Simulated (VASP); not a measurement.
W4C, 5 atoms in the cell. The cell holds a slab with vacuum, 5 atoms: a = 2.855 Å, b = 4.037 Å, c = 19.457 Å, α = 90.00°, β = 90.00°, γ = 90.00°. 

* Program: VASP 6.6.1
* Task: single point
* Functional: PBE
* Potentials or basis: VASP PAW PBE potentials, release 64 (W_sv, C)
* Cutoff: 520 eV
* k mesh: 9 × 7 × 1
* Occupations: gaussian, width 0.1 eV
* Spin: no spin polarisation
* Dipole correction: yes
* Further INCAR settings: ALGO = Normal; EDIFF = 1e-06; NBANDS = 38

Potentials or basis: VASP PAW PBE potentials, release 64 (W_sv, C).

Launch:

```console
$ cat potpaw_PBE.64/W_sv/POTCAR potpaw_PBE.64/C/POTCAR > POTCAR
$ mpirun -np 1 vasp_std > vasp.out
```

Hardware: 1 thread of Intel(R) Xeon(R) Platinum 8488C (Sapphire Rapids), with other jobs on the host.

Task: Estimate the wall time of this run.

Result: Wall time 5 min on 1 thread of Intel(R) Xeon(R) Platinum 8488C (Sapphire Rapids), with other jobs on the host, peak memory 0.44 GiB. Counts: scf iterations 29, k points 32.
